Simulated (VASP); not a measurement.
# FePt (P4/mmm) in VASP: a series of runs, part 2 of 2

VASP 6.6.1. The steps go on from the part before.

**3. Relaxation of cell and atoms, LDA, collinear spin, ferromagnetic start**

INCAR

```
SYSTEM = FePt
PREC = Accurate
ENCUT = 600
EDIFF = 1E-7
ISMEAR = -1
SIGMA = 0.05
LREAL = .False.
LASPH = .True.
NELM = 200
ALGO = Normal
ISIF = 3
LWAVE = .False.
LCHARG = .False.
ISPIN = 2
MAGMOM = 0 3
LORBIT = 11
LMAXMIX = 4
GGA = CA
IBRION = 2
NSW = 60
EDIFFG = -0.01
GGA_COMPAT = .False.
NELMIN = 4
```

KPOINTS

```
regular mesh
0
Gamma
  10 10 7
  0 0 0
```

POSCAR

```
FePt
1.0
    2.7235000000      0.0000000000      0.0000000000
    0.0000000000      2.7235000000      0.0000000000
    0.0000000000      0.0000000000      3.7200000000
Pt Fe
1 1
Direct
    0.5000000000      0.5000000000      0.5000000000
    0.0000000000      0.0000000000      0.0000000000
```

Potentials or basis: VASP PAW LDA potentials, release 64 (Pt, Fe).

Command:

```sh
$ cat potpaw_LDA.64/Pt/POTCAR potpaw_LDA.64/Fe/POTCAR > POTCAR
$ mpirun -np 1 vasp_std > vasp.out
```

OUTCAR:

```text
SYSTEM = FePt
   PREC = Accurate
   ENCUT = 600
   EDIFF = 1E-7
   ISMEAR = -1
   LREAL = .False.
   LASPH = .True.
   NELM = 200
   ISIF = 3
   ISPIN = 2
   LORBIT = 11
   GGA = CA
   IBRION = 2
   NSW = 60
   EDIFFG = -0.01
   NELMIN = 4

 ion  position               nearest neighbor table
   1  0.500  0.500  0.500-   2 2.68   2 2.68   2 2.68   2 2.68   2 2.68   2 2.68   2 2.68   2 2.68

   2  0.000  0.000  0.000-   1 2.68   1 2.68   1 2.68   1 2.68   1 2.68   1 2.68   1 2.68   1 2.68

  LATTYP: Found a simple tetragonal cell.
 ALAT       =     2.7235000000
 C/A-ratio  =     1.3658894804

  Lattice vectors:

 A1 = (   2.7235000000,   0.0000000000,   0.0000000000)
 A2 = (   0.0000000000,   2.7235000000,   0.0000000000)
 A3 = (   0.0000000000,   0.0000000000,   3.7200000000)

Analysis of symmetry for initial positions (statically):
=====================================================================
 Subroutine PRICEL returns:
 Original cell was already a primitive cell.

 Routine SETGRP: Setting up the symmetry group for a
 simple tetragonal supercell.

 Subroutine GETGRP returns: Found 16 space group operations
 (whereof 16 operations were pure point group operations)
 out of a pool of 16 trial point group operations.

The static configuration has the point symmetry D_4h.

Analysis of symmetry for dynamics (positions and initial velocities):
=====================================================================
 Subroutine PRICEL returns:
 Original cell was already a primitive cell.

 Routine SETGRP: Setting up the symmetry group for a
 simple tetragonal supercell.

 Subroutine GETGRP returns: Found 16 space group operations
 (whereof 16 operations were pure point group operations)
 out of a pool of 16 trial point group operations.

The dynamic configuration has the point symmetry D_4h.

Analysis of structural, dynamic, and magnetic symmetry:
=====================================================================
 Subroutine PRICEL returns:
 Original cell was already a primitive cell.

 Routine SETGRP: Setting up the symmetry group for a
 simple tetragonal supercell.

 Subroutine GETGRP returns: Found 16 space group operations
 (whereof 16 operations were pure point group operations)
 out of a pool of 16 trial point group operations.

The overall configuration has the point symmetry D_4h.

 Subroutine INISYM returns: Found 16 space group operations
 (whereof 16 operations are pure point group operations),
 and found     1 'primitive' translations

----------------------------------------------------------------------------------------

                                     Primitive cell

  volume of cell :      27.5929

  direct lattice vectors                    reciprocal lattice vectors
     2.723500000  0.000000000  0.000000000     0.367174592  0.000000000  0.000000000
     0.000000000  2.723500000  0.000000000     0.000000000  0.367174592  0.000000000
     0.000000000  0.000000000  3.720000000     0.000000000  0.000000000  0.268817204

  length of vectors
     2.723500000  2.723500000  3.720000000     0.367174592  0.367174592  0.268817204

[... 78 lines left out ...]
   ENCUT  =  600.0 eV  44.10 Ry    6.64 a.u.   5.44  5.44  7.43*2*pi/ulx,y,z
   NELM   =    200;   NELMIN=  4; NELMDL= -5     # of ELM steps
   EDIFF  = 0.1E-06   stopping-criterion for ELM
   LREAL  =      F    real-space projection
   EDIFFG = -.1E-01   stopping-criterion for IOM
   NSW    =     60    number of steps for IOM
   IBRION =      2    ionic relax: 0-MD 1-quasi-New 2-CG
   NFREE  =      1    steps in history (QN), initial steepest desc. (CG)
   ISIF   =      3    stress and relaxation
   ISYM   =      2    0-nonsym 1-usesym 2-fastsym
   POTIM  = 0.5000    time-step for ionic-motion
   TEBEG  =    0.0;   TEEND  =   0.0 temperature during run
   PSTRESS=    0.0 pullay stress
   NELECT =      18.0000    total number of electrons
   NUPDOWN=      -1.0000    fix difference up-down
   EMIN   =  10.00;   EMAX   =-10.00  energy-range for DOS
   EFERMI =   0.00;   METHOD = LEGACY
   ISMEAR =    -1;   SIGMA  =   0.05  broadening in eV -4-tet -1-fermi 0-gaus
   EFERMI_NEDOS =   21; number of points for ismear=-14 and -15
   IALGO  =     38    algorithm
   IMIX   =      4    mixing-type and parameters
     AMIX     =   0.40;   BMIX     =  1.00
     AMIX_MAG =   1.60;   BMIX_MAG =  1.00
  volume/ion in A,a.u.               =      13.80        93.10
  Fermi-wavevector in a.u.,A,eV,Ry     =   1.419819  2.683070 27.427809  2.015887
  Thomas-Fermi vector in A             =   2.540800
   LORBIT       =     11    0 simple, 1 ext, 2 COOP (PROOUT), +10 PAW based schemes
   GGA     = CA    functional components
   LHFCALC =     F    Hartree Fock is set to
   AEXX    =    0.0000 exact exchange contribution
   IVDW    =     0    specifies the selected vdW correction
   LEPSILON=     F    determine dielectric tensor
   LRPA    =     F    only Hartree local field effects (RPA)
 conjugate gradient relaxation of ions
 spin polarized calculation
  energy-cutoff  :      600.00
  volume of cell :       27.59
 maximum number of plane-waves:       936
 NGX is ok and might be reduce to    24
   NGX = 11   NGY = 11   NGZ = 15

--------------------------------------- Ionic step        1  -------------------------------------------

 number of electron      18.0000002 magnetization       3.1948185

 Free energy of the ion-electron system (eV)
  ---------------------------------------------------
  ext. energy  EPLUGINS =         0.00000000
  ---------------------------------------------------
  free energy    TOTEN  =       -16.94934193 eV

  energy without entropy =      -16.93795401  energy(sigma->0) =      -16.94364797

------------------------ aborting loop because EDIFF is reached ----------------------------------------

  FORCE on cell =-STRESS in cart. coord.  units (eV):
  Direction    XX          YY          ZZ          XY          YZ          ZX
  --------------------------------------------------------------------------------------
  -------------------------------------------------------------------------------------
  Total       -2.2565725     -2.2565725     -2.0229556      0.0000000      0.0000000      0.0000000
  in kB     -131.0274165   -131.0274165   -117.4625003      0.0000000      0.0000000      0.0000000
  external PRESSURE =    -126.5057778 kB  Pullay stress =       0.0000000 kB
[... 23 lines left out ...]
--------------------------------------- Ionic step        2  -------------------------------------------

 number of electron      18.0000000 magnetization       2.6534040

 E-fermi :  11.0326     XC(G=0): -14.2514

 val. band max:       11.0322727991   @ k =   0.1000   0.1000   0.4286
 cond. band min:      11.0369881897   @ k =   0.4000   0.4000   0.0000
 fundamental gap:      0.0047153906
 Fermi energy:        11.0325831305

 spin component 1

 k-point     1 :       0.0000    0.0000    0.0000
  band No.  band energies     occupation
      1       0.0154      1.00000
      2       3.3152      1.00000
      3       3.3180      1.00000
      4       7.1962      1.00000
      5       7.1962      1.00000
      6       8.0606      1.00000
      7       9.2154      1.00000
      8       9.5090      1.00000
      9      10.8651      0.96606
     10      11.2360      0.01682
     11      11.2360      0.01682
     12      13.3676      0.00000
[... 996 lines left out ...]
--------------------------------------- Ionic step        6  -------------------------------------------

 number of electron      18.0000000 magnetization       3.1186431

 Free energy of the ion-electron system (eV)
  ---------------------------------------------------
  ext. energy  EPLUGINS =         0.00000000
  ---------------------------------------------------
  free energy    TOTEN  =       -17.01199000 eV

  energy without entropy =      -16.99831420  energy(sigma->0) =      -17.00515210

 E-fermi :   9.2657     XC(G=0): -13.6294

 val. band max:        9.2442720104   @ k =   0.0000   0.0000   0.4286
 cond. band min:       9.2676898947   @ k =   0.5000   0.4000   0.2857
 fundamental gap:      0.0234178844
 Fermi energy:         9.2657297790

 spin component 1

 k-point     1 :       0.0000    0.0000    0.0000
  band No.  band energies     occupation
      1      -0.7496      1.00000
      2       2.5723      1.00000
      3       2.6616      1.00000
      4       5.8457      1.00000
      5       5.8457      1.00000
      6       6.4712      1.00000
      7       7.4742      1.00000
      8       7.6630      1.00000
      9       8.9800      0.99671
     10       9.2132      0.74078
     11       9.2132      0.74078
     12      11.5604      0.00000
[... 882 lines left out ...]
  FREE ENERGIE OF THE ION-ELECTRON SYSTEM (eV)
  ---------------------------------------------------
  free  energy   TOTEN  =       -17.0119900044 eV

  energy  without entropy=      -16.9983142049  energy(sigma->0) =      -17.00515210

 reached required accuracy - stopping structural energy minimisation

 total charge

# of ion       s       p       d       tot
------------------------------------------
    1        0.744   0.731   8.087   9.561
    2        0.433   0.497   6.211   7.141
--------------------------------------------------
tot          1.177   1.227  14.298  16.702

 magnetization (x)

# of ion       s       p       d       tot
------------------------------------------
    1       -0.020  -0.048   0.419   0.351
    2        0.002   0.001   2.706   2.709
--------------------------------------------------
tot         -0.018  -0.047   3.126   3.060
```

Wall time 6.8 min (1 thread of Oxide Virtual Turin-like, shared host); peak memory 0.18 GiB.

What came out:

- Free energy: -17.0120 eV
- Relaxed volume: 13.04 Å³/atom
- Relaxed cell: a = 2.668 Å, b = 2.668 Å, c = 3.664 Å, α = 90.00°, β = 90.00°, γ = 90.00°
- Space group after relaxing (to 0.1 Å): P4/mmm (No. 123)
- Energy gained by relaxing: 31.3 meV/atom
- Ionic steps: 6
- Pressure after relaxing: 0.1 GPa
- Net moment: 3.12 μB per cell
- Site moments: Pt +0.35; Fe +2.71 μB
- Valence electrons inside the program's atomic spheres: Pt 9.56; Fe 7.14

The path:
```
step  energy change (eV)  largest force (eV/Å)  pressure (GPa)  volume (Å³)
   1              0.0000                0.0000          -12.65        27.59
   2              0.1752                0.0000           32.29        23.47
   3             -0.0626                0.0000           -0.17        26.11
   4             -0.0626                0.0000            0.09        26.08
   5             -0.0627                0.0000            0.09        26.08
   6             -0.0626                0.0000            0.07        26.08
```

Final structure:
```
Pt Fe
1.0
     2.66815    0.00000    0.00000
     0.00000    2.66815    0.00000
     0.00000    0.00000    3.66364
Pt Fe
1 1
Cartesian
  1.3341 1.3341 1.8318
  0.0000 0.0000 3.6636
```

Caveat: spin-orbit coupling is left out, which moves the levels of the heavy elements.
